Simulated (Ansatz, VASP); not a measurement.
BP in VASP and in Ansatz

INCAR

```
SYSTEM = BP
PREC = Accurate
ENCUT = 520
EDIFF = 1E-6
ISMEAR = 0
SIGMA = 0.02
LREAL = .False.
LASPH = .True.
NELM = 80
ALGO = Normal
ISIF = 2
LWAVE = .False.
LCHARG = .False.
GGA = PS
NBANDS = 16
```

Contents of KPOINTS:

```
Automatic mesh
0
Gamma
  8 8 6
  0 0 0
```

File POSCAR:

```
BP
1.0
    2.3279037727      2.3279037727      0.0000000000
   -2.3279037727      2.3279037727      0.0000000000
    0.0000000000      0.0000000000      4.4558791352
B P
2 2
Direct
    0.0000000000      0.0000000000      0.0000000000
    0.5000000000      0.5000000000      0.5000000000
    0.5000000000      0.0000000000      0.7500000000
    0.0000000000      0.5000000000      0.2500000000
```

Input for Ansatz:

```yaml
crystal:
  lattice:
    - [2.3279037727, 2.3279037727, 0.0]
    - [-2.3279037727, 2.3279037727, 0.0]
    - [0.0, 0.0, 4.4558791352]
  atoms:
    - { symbol: B, position: [0.0, 0.0, 0.0] }
    - { symbol: B, position: [0.5, 0.5, 0.5] }
    - { symbol: P, position: [0.5, 0.0, 0.75] }
    - { symbol: P, position: [0.0, 0.5, 0.25] }
basis:
  ecutwfc: 420
kpoints:
  mp_grid: { grid: [8, 8, 6] }
  band_path: { path: [VBM, CBM], npoints: 2 }
hamiltonian:
  xc: pbesol
scf:
  occupations: { method: gaussian, width: 0.02 }
output:
  forces: true
  stress: true
  eigenvalues: true
checkpoint:
  read: start.run
  write: ck
  compress: false
  write_wavefunctions: false
  write_every: 100000
```

Alike in both runs: task single point; functional PBEsol; k mesh 8 × 8 × 6; occupations gaussian, width 0.02 eV; no spin polarisation.

|  | VASP | Ansatz |
| --- | --- | --- |
| version | VASP 6.6.1 | Ansatz 0.2.0 |
| potentials or method | VASP PAW PBE potentials, release 64 (B, P), cutoff 520 eV | scalar-relativistic, plane waves, PAW |
| valence electrons in the cell | 16 | 16 |

|  | VASP | Ansatz | Ansatz less VASP |
| --- | --- | --- | --- |
| gap on the k mesh at the Fermi level (eV) | 0.53 | 0.54 | +0.005 |
| least direct gap on the mesh (eV) | 0.70 | 0.71 | +0.004 |
| pressure (GPa) | -6.9 | -7.0 | -0.10 |
| traceless stress, the component that is largest in VASP (GPa) | 7.01 | 7.01 | +0.002 |

VASP's potentials were made for PBE, not for PBEsol.
